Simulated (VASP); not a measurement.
# Sc (Fd-3m) in VASP: further runs

Runs on Sc. Level: r2SCAN. Tasks: relaxation of cell and atoms.

Everything below comes from runs of VASP 6.6.1. Logs are shortened: lines on timing, memory, paths and dates and some standing lists are left out, and cuts for length are marked.

## (1) The cell of the first run

Symmetry: Fd-3m, No. 227, cubic system. The conventional cell has a = 6.380 Å, b = 6.380 Å, c = 6.380 Å, α = 90.00°, β = 90.00°, γ = 90.00°. Sc (site symmetry -43m) has 4 Sc at 2.76 Å within 3.6 Å.

This isn't the form of Sc at room conditions, which is hcp.

## (2) Relaxation of cell and atoms, r2SCAN, target pressure 30 GPa, at which the enthalpy is minimised

Contents of POSCAR:

```
Sc
1.0
    0.0000000000      3.1900000000      3.1900000000
    3.1900000000      0.0000000000      3.1900000000
    3.1900000000      3.1900000000      0.0000000000
Sc
2
Direct
    1.0000000000      1.0000000000      1.0000000000
    0.2500000000      0.2500000000      0.2500000000
```

Contents of INCAR.step1:

```
PREC     = Accurate       # precision mode
ENCUT    = 550            # plane-wave cutoff, eV
ISMEAR   = 1              # smearing method
SIGMA    = 0.05           # smearing width, eV
LREAL    = False          # projectors in reciprocal space
LASPH    = True           # aspherical terms in the spheres
NELM     = 120            # most SCF steps
GGA      = PE             # functional
ALGO     = Normal         # electronic algorithm
EDIFF    = 1E-5           # SCF threshold, eV
LWAVE    = True           # write WAVECAR
LCHARG   = False          # write CHGCAR
GGA_COMPAT= False        
IBRION   = 2              # ionic algorithm
ISIF     = 3              # what is computed and relaxed
EDIFFG   = -0.005         # ionic threshold
NELMIN   = 4            
NSW      = 100            # ionic steps
```

Contents of INCAR.step2:

```
PREC     = Accurate       # precision mode
ENCUT    = 550            # plane-wave cutoff, eV
EDIFF    = 1E-7           # SCF threshold, eV
ISMEAR   = 1              # smearing method
SIGMA    = 0.05           # smearing width, eV
LREAL    = False          # projectors in reciprocal space
LASPH    = True           # aspherical terms in the spheres
NELM     = 120            # most SCF steps
ALGO     = Normal         # electronic algorithm
ISIF     = 3              # what is computed and relaxed
LWAVE    = False          # write WAVECAR
LCHARG   = False          # write CHGCAR
METAGGA  = R2SCAN         # meta-GGA
LMIXTAU  = True         
IBRION   = 2              # ionic algorithm
NSW      = 60             # ionic steps
EDIFFG   = -0.01          # ionic threshold
PSTRESS  = 300.0        
ISTART   = 1            
GGA_COMPAT= False        
NELMIN   = 4
```

Contents of KPOINTS:

```
Automatic mesh
0
Gamma
  11 11 11
```

Potentials or basis: VASP PAW PBE potentials, release 64 (Sc_sv).

Launch:

```
cat potpaw_PBE.64/Sc_sv/POTCAR > POTCAR
cp INCAR.step1 INCAR
mpirun -np 1 vasp_std > vasp.out
cp INCAR.step2 INCAR
mpirun -np 1 vasp_std > vasp.out
```

OUTCAR:

```text
PREC = Accurate
   ENCUT = 550
   EDIFF = 1E-7
   ISMEAR = 1
   LREAL = False
   LASPH = True
   NELM = 120
   ISIF = 3
   METAGGA = R2SCAN
   IBRION = 2
   NSW = 60
   EDIFFG = -0.01
   PSTRESS = 300.0
   ISTART = 1
   NELMIN = 4

 ion  position               nearest neighbor table
   1  0.000  0.000  0.000-   2 2.76   2 2.76   2 2.76   2 2.76
   2  0.250  0.250  0.250-   1 2.76   1 2.76   1 2.76   1 2.76

  LATTYP: Found a face centered cubic cell.
 ALAT       =     6.3800000000

  Lattice vectors:

 A1 = (   0.0000000000,   3.1900000000,   3.1900000000)
 A2 = (   3.1900000000,   0.0000000000,   3.1900000000)
 A3 = (   3.1900000000,   3.1900000000,   0.0000000000)

Analysis of symmetry for initial positions (statically):
=====================================================================
 Subroutine PRICEL returns:
 Original cell was already a primitive cell.

 Routine SETGRP: Setting up the symmetry group for a
 face centered cubic supercell.

 Subroutine GETGRP returns: Found 48 space group operations
 (whereof 24 operations were pure point group operations)
 out of a pool of 48 trial point group operations.

The static configuration has the point symmetry T_d .
 The point group associated with its full space group is O_h .

Analysis of symmetry for dynamics (positions and initial velocities):
=====================================================================
 Subroutine PRICEL returns:
 Original cell was already a primitive cell.

 Routine SETGRP: Setting up the symmetry group for a
 face centered cubic supercell.

 Subroutine GETGRP returns: Found 48 space group operations
 (whereof 24 operations were pure point group operations)
 out of a pool of 48 trial point group operations.

The dynamic configuration has the point symmetry T_d .
 The point group associated with its full space group is O_h .

 Subroutine INISYM returns: Found 48 space group operations
 (whereof 24 operations are pure point group operations),
 and found     1 'primitive' translations

----------------------------------------------------------------------------------------

                                     Primitive cell

  volume of cell :      64.9235

  direct lattice vectors                    reciprocal lattice vectors
     0.000000000  3.190000000  3.190000000    -0.156739812  0.156739812  0.156739812
     3.190000000  0.000000000  3.190000000     0.156739812 -0.156739812  0.156739812
     3.190000000  3.190000000  0.000000000     0.156739812  0.156739812 -0.156739812

  length of vectors
     4.511341264  4.511341264  4.511341264     0.271481318  0.271481318  0.271481318

  position of ions in fractional coordinates (direct lattice)
     0.000000000  0.000000000  0.000000000
     0.250000000  0.250000000  0.250000000

  ion indices of the primitive-cell ions
   primitive index   ion index
                 1           1
                 2           2

----------------------------------------------------------------------------------------

 KPOINTS: Automatic mesh

Automatic generation of k-mesh.
 Grid dimensions read from file:
 generate k-points for:   11   11   11

 Generating k-lattice:

  Cartesian coordinates                     Fractional coordinates (reciprocal lattice)
    -0.014249074  0.014249074  0.014249074     0.090909091  0.000000000  0.000000000
     0.014249074 -0.014249074  0.014249074     0.000000000  0.090909091  0.000000000
     0.014249074  0.014249074 -0.014249074     0.000000000  0.000000000  0.090909091

  Length of vectors
     0.024680120  0.024680120  0.024680120

  Shift w.r.t. Gamma in fractional coordinates (k-lattice)
     0.000000000  0.000000000  0.000000000

 Subroutine IBZKPT returns following result:
 ===========================================

 Found     56 irreducible k-points:

 Following reciprocal coordinates:
            Coordinates               Weight
  0.000000  0.000000  0.000000      1.000000
  0.090909  0.000000  0.000000      8.000000
  0.181818  0.000000  0.000000      8.000000
  0.272727  0.000000  0.000000      8.000000
  0.363636  0.000000  0.000000      8.000000
  0.454545  0.000000  0.000000      8.000000
[... 16 lines left out ...]
 -0.272727  0.181818  0.000000     24.000000
 -0.181818  0.181818  0.000000     12.000000
 [... further k-points ...]
   k-points           NKPTS =     56   k-points in BZ     NKDIM =     56   number of bands    NBANDS=     15
   number of dos      NEDOS =    301   number of ions     NIONS =      2
   total plane-waves  NPLWV =  46656
   dimension x,y,z NGX =    36 NGY =   36 NGZ =   36
   dimension x,y,z NGXF=    72 NGYF=   72 NGZF=   72
   ions per type =               2
   NGX,Y,Z   is equivalent  to a cutoff of  13.27, 13.27, 13.27 a.u.
   NGXF,Y,Z  is equivalent  to a cutoff of  26.53, 26.53, 26.53 a.u.
 SYSTEM =  unknown system
   PREC   = accura    normal or accurate (medium, high low for compatibility)
   ISTART =      1    job   : 0-new  1-cont  2-samecut
   ICHARG =      0    charge: 1-file 2-atom 10-const
   ISPIN  =      1    spin polarized calculation?
   LNONCOLLINEAR =      F non collinear calculations
   LSORBIT =      F    spin-orbit coupling
   LASPH  =      T    aspherical Exc in radial PAW
   ENCUT  =  550.0 eV  40.42 Ry    6.36 a.u.   8.63  8.63  8.63*2*pi/ulx,y,z
   NELM   =    120;   NELMIN=  4; NELMDL=  0     # of ELM steps
   EDIFF  = 0.1E-06   stopping-criterion for ELM
   LREAL  =      F    real-space projection
   EDIFFG = -.1E-01   stopping-criterion for IOM
   NSW    =     60    number of steps for IOM
   IBRION =      2    ionic relax: 0-MD 1-quasi-New 2-CG
   NFREE  =      1    steps in history (QN), initial steepest desc. (CG)
   ISIF   =      3    stress and relaxation
   ISYM   =      2    0-nonsym 1-usesym 2-fastsym
   POTIM  = 0.5000    time-step for ionic-motion
   TEBEG  =    0.0;   TEEND  =   0.0 temperature during run
   PSTRESS=  300.0 pullay stress
   NELECT =      22.0000    total number of electrons
   NUPDOWN=      -1.0000    fix difference up-down
   EMIN   =  10.00;   EMAX   =-10.00  energy-range for DOS
   EFERMI =   0.00;   METHOD = LEGACY
   ISMEAR =     1;   SIGMA  =   0.05  broadening in eV -4-tet -1-fermi 0-gaus
   EFERMI_NEDOS =   21; number of points for ismear=-14 and -15
   IALGO  =     38    algorithm
   IMIX   =      4    mixing-type and parameters
     AMIX     =   0.40;   BMIX     =  1.00
     AMIX_MAG =   1.60;   BMIX_MAG =  1.00
  volume/ion in A,a.u.               =      32.46       219.06
  Fermi-wavevector in a.u.,A,eV,Ry     =   1.141340  2.156820 17.723725  1.302657
  Thomas-Fermi vector in A             =   2.278040
   LORBIT       =      0    0 simple, 1 ext, 2 COOP (PROOUT), +10 PAW based schemes
   METAGGA = R2SCAN    functional components
   LHFCALC =     F    Hartree Fock is set to
   AEXX    =    0.0000 exact exchange contribution
   IVDW    =     0    specifies the selected vdW correction
   LEPSILON=     F    determine dielectric tensor
   LRPA    =     F    only Hartree local field effects (RPA)
 conjugate gradient relaxation of ions
 non-spin polarized calculation
 Methfessel and Paxton  Order N= 1 SIGMA  =   0.05
  energy-cutoff  :      550.00
  volume of cell :       64.92
 maximum number of plane-waves:      1917
   NGX = 17   NGY = 17   NGZ = 17

--------------------------------------- Ionic step        1  -------------------------------------------

 number of electron      22.0000004 magnetization

 Free energy of the ion-electron system (eV)
  ---------------------------------------------------
  ext. energy  EPLUGINS =         0.00000000
  ---------------------------------------------------
  free energy    TOTEN  =       -18.38562235 eV

  energy without entropy =      -18.38377143  energy(sigma->0) =      -18.38500538

 E-fermi :   2.1160     XC(G=0):  -9.2600

 val. band max:        2.1099843036   @ k =   0.0909   0.0909   0.0000
 cond. band min:       2.1160847235   @ k =  -0.1818   0.2727   0.0909
 fundamental gap:      0.0061004198
 Fermi energy:         2.1160104712

 k-point     1 :       0.0000    0.0000    0.0000
  band No.  band energies     occupation
      1     -50.0013      2.00000
      2     -49.7366      2.00000
      3     -27.8242      2.00000
      4     -27.8242      2.00000
      5     -27.8242      2.00000
      6     -27.3704      2.00000
      7     -27.3704      2.00000
      8     -27.3704      2.00000
      9      -2.4039      2.00000
     10       2.0392      2.05194
     11       2.0392      2.05194
     12       2.4677     -0.00000
     13       2.4677     -0.00000
     14       2.4677     -0.00000
[... 401 lines left out ...]
      2     -49.7755      2.00000
      3     -27.8929      2.00000
      4     -27.8565      2.00000
      5     -27.7947      2.00000
      6     -27.4061      2.00000
      7     -27.3377      2.00000
      8     -27.3046      2.00000
      9      -1.2621      2.00000
     10       1.7286      2.00000
     11       1.8887      2.00000
     12       2.4412     -0.00000
     13       2.6594     -0.00000
     14       2.9649     -0.00000
     15       3.0632     -0.00000

 [... further k-points ...]

------------------------ aborting loop because EDIFF is reached ----------------------------------------

  FORCE on cell =-STRESS in cart. coord.  units (eV):
  Direction    XX          YY          ZZ          XY          YZ          ZX
  --------------------------------------------------------------------------------------
  -------------------------------------------------------------------------------------
  Total       -0.1186615     -0.1186615     -0.1186615      0.0000000      0.0000000      0.0000000
  in kB       -2.9283197     -2.9283197     -2.9283197      0.0000000      0.0000000      0.0000000
  external PRESSURE =    -302.9283197 kB  Pullay stress =     300.0000000 kB
[... 215 lines left out ...]
--------------------------------------- Ionic step        7  -------------------------------------------

 number of electron      22.0000001 magnetization

 Free energy of the ion-electron system (eV)
  ---------------------------------------------------
  ext. energy  EPLUGINS =         0.00000000
  ---------------------------------------------------
  free energy    TOTEN  =       -17.11293579 eV

  energy without entropy =      -17.11274649  energy(sigma->0) =      -17.11287269

 E-fermi :   7.1327     XC(G=0): -12.4938

 val. band max:        7.0883043144   @ k =  -0.4545   0.4545   0.0000
 cond. band min:       7.1373578515   @ k =  -0.4545   0.1818   0.0909
 fundamental gap:      0.0490535371
 Fermi energy:         7.1327108638

 k-point     1 :       0.0000    0.0000    0.0000
  band No.  band energies     occupation
      1     -45.5641      2.00000
      2     -43.0355      2.00000
      3     -23.4348      2.00000
      4     -23.4348      2.00000
      5     -23.4348      2.00000
      6     -21.0896      2.00000
      7     -21.0896      2.00000
      8     -21.0896      2.00000
      9       1.4247      2.00000
     10       5.5043      2.00000
     11       5.5043      2.00000
     12       7.5666     -0.00000
     13       7.5666     -0.00000
     14       7.5666     -0.00000
[... 401 lines left out ...]
      2     -43.4404      2.00000
      3     -23.9238      2.00000
      4     -23.6451      2.00000
      5     -23.2917      2.00000
      6     -21.1456      2.00000
      7     -20.8349      2.00000
      8     -20.5704      2.00000
      9       3.0631      2.00000
     10       4.7703      2.00000
     11       5.4061      2.00000
     12       7.4454     -0.00000
     13       8.0077     -0.00000
     14       9.0685      0.00000
     15       9.3375      0.00000

 [... further k-points ...]

------------------------ aborting loop because EDIFF is reached ----------------------------------------

  FORCE on cell =-STRESS in cart. coord.  units (eV):
  Direction    XX          YY          ZZ          XY          YZ          ZX
  --------------------------------------------------------------------------------------
  -------------------------------------------------------------------------------------
  Total        5.8613426      5.8613426      5.8613426      0.0000000      0.0000000      0.0000000
  in kB      299.8286496    299.8286496    299.8286496      0.0000000      0.0000000      0.0000000
  external PRESSURE =      -0.1713504 kB  Pullay stress =     300.0000000 kB
[... 21 lines left out ...]
  energy  without entropy=      -17.1127464906  energy(sigma->0) =      -17.11287269

  enthalpy is  TOTEN    =       -11.2482434318 eV   P V=        5.8646923540

 reached required accuracy - stopping structural energy minimisation
```

Wall time 14 min (1 thread of Intel Xeon 6975P-C (Granite Rapids), shared host); peak memory 0.26 GiB.

Results:

* Free energy: -17.1129 eV
* Relaxed volume: 15.66 Å³/atom
* Relaxed cell: a = 3.538 Å, b = 3.538 Å, c = 3.538 Å, α = 60.00°, β = 60.00°, γ = 60.00°
* Space group after relaxing (to 0.1 Å): Fd-3m (No. 227)
* Energy change on relaxing (the run minimises the enthalpy): +636.3 meV/atom
* Ionic steps: 7
* Pressure after relaxing: 30.0 GPa
* Band gap on the k mesh: zero (bands 11 and 12 overlap by 1.23 eV)

The path:
```tsv
step	energy change (eV)	largest force (eV/Å)	pressure (GPa)	volume (Å³)
1	0.0000	0.0000	-0.29	64.92
2	4.9710	0.0000	132.90	22.64
3	0.9664	0.0000	21.97	33.23
4	1.1504	0.0000	26.72	32.01
5	1.2813	0.0000	30.21	31.28
6	1.2648	0.0000	29.77	31.36
7	1.2727	0.0000	29.98	31.32
```

Final structure:
```
Sc
1.0
     0.00000    2.50189    2.50189
     2.50189    0.00000    2.50189
     2.50189    2.50189    0.00000
Sc
2
Direct
  0.00000 0.00000 0.00000
  0.25000 0.25000 0.25000
```

Levels at points of the mesh, in eV from the Fermi level:
| k point | band 7 | band 8 | band 9 | band 10 | band 11 | band 12 | band 13 | band 14 | band 15 |
| --- | --- | --- | --- | --- | --- | --- | --- | --- | --- |
| (0.00, 0.00, 0.00) | -28.22 | -28.22 | -5.71 | -1.63 | -1.63 | 0.43 | 0.43 | 0.43 | 3.45 |

Caveat: the cell is relaxed towards a set pressure, so the run minimises the enthalpy, not the energy; the volume moved by over 15 % at a fixed basis, so the end points are rough; the PAW data sets were made with another functional, which shifts forces and pressure a little.

## (3) Relaxation of cell and atoms, r2SCAN, target pressure 45 GPa, at which the enthalpy is minimised

POSCAR is that of step 2.

Contents of INCAR.step1:

```
SYSTEM = Sc
  ALGO = Normal
  EDIFF = 1E-5
  EDIFFG = -0.005
  ENCUT = 550
  GGA = PE
  GGA_COMPAT = .FALSE.
  IBRION = 2
  ISIF = 3
  ISMEAR = 1
  LASPH = .TRUE.
  LCHARG = .FALSE.
  LREAL = .FALSE.
  LWAVE = .TRUE.
  NELM = 120
  NELMIN = 4
  NSW = 100
  PREC = Accurate
  SIGMA = 0.05
```

Contents of INCAR.step2:

```
SYSTEM = Sc
  ALGO = Normal
  EDIFF = 1E-7
  EDIFFG = -0.01
  ENCUT = 550
  GGA_COMPAT = .FALSE.
  IBRION = 2
  ISIF = 3
  ISMEAR = 1
  ISTART = 1
  LASPH = .TRUE.
  LCHARG = .FALSE.
  LMIXTAU = .TRUE.
  LREAL = .FALSE.
  LWAVE = .FALSE.
  METAGGA = R2SCAN
  NELM = 120
  NELMIN = 4
  NSW = 60
  PREC = Accurate
  PSTRESS = 450.0
  SIGMA = 0.05
```

Contents of KPOINTS:

```
k-points
0
G
  11 11 11
  0 0 0
```

Potentials or basis: VASP PAW PBE potentials, release 64 (Sc_sv).

Launch:

```
cat potpaw_PBE.64/Sc_sv/POTCAR > POTCAR
cp INCAR.step1 INCAR
mpirun -np 1 vasp_std > vasp.out
cp INCAR.step2 INCAR
mpirun -np 1 vasp_std > vasp.out
```

It took 18 min on 1 thread of Intel Xeon 6975P-C (Granite Rapids), shared host; peak memory 0.28 GiB.

It converged, with:

* Free energy: -16.5607 eV
* Relaxed volume: 14.46 Å³/atom
* Relaxed cell: a = 3.445 Å, b = 3.445 Å, c = 3.445 Å, α = 60.00°, β = 60.00°, γ = 60.00°
* Space group after relaxing (to 0.1 Å): Fd-3m (No. 227)
* Energy change on relaxing (the run minimises the enthalpy): +912.5 meV/atom
* Ionic steps: 10
* Pressure after relaxing: 45.0 GPa
* Band gap on the k mesh: zero (bands 11 and 12 overlap by 1.04 eV)

Step by step:
| step | energy change (eV) | largest force (eV/Å) | pressure (GPa) | volume (Å³) |
| --- | --- | --- | --- | --- |
| 1 | 0.0000 | 0.0000 | -0.29 | 64.92 |
| 2 | 41.9873 | 0.0000 | 1521.80 | 11.24 |
| 3 | 0.0773 | 0.0000 | 1.84 | 52.79 |
| 4 | 0.2093 | 0.0000 | 4.10 | 45.46 |
| 5 | 4.7310 | 0.0000 | 125.92 | 22.94 |
| 6 | 1.0099 | 0.0000 | 23.13 | 32.92 |
| 7 | 1.5754 | 0.0000 | 38.08 | 29.89 |
| 8 | 1.8496 | 0.0000 | 45.66 | 28.83 |
| 9 | 1.7862 | 0.0000 | 43.88 | 29.06 |
| 10 | 1.8249 | 0.0000 | 44.98 | 28.92 |

Final structure:
```yaml
crystal:
  lattice:
    - [0.00000, 2.43631, 2.43631]
    - [2.43631, 0.00000, 2.43631]
    - [2.43631, 2.43631, 0.00000]
  atoms:
    - { symbol: Sc, position: [0.00000, 0.00000, 0.00000] }
    - { symbol: Sc, position: [0.25000, 0.25000, 0.25000] }
```

Levels at points of the mesh, in eV from the Fermi level:
```
           k point  band 9  band 10  band 11  band 12  band 13  band 14
(0.00, 0.00, 0.00)   -5.72    -1.83    -1.83     0.51     0.51     0.51
```

Caveat: the cell is relaxed towards a set pressure, so the run minimises the enthalpy, not the energy; the volume moved by over 15 % at a fixed basis, so the end points are rough; the PAW data sets were made with another functional, which shifts forces and pressure a little.

The gap in the log of VASP goes by the Fermi energy; the results here count the filled bands.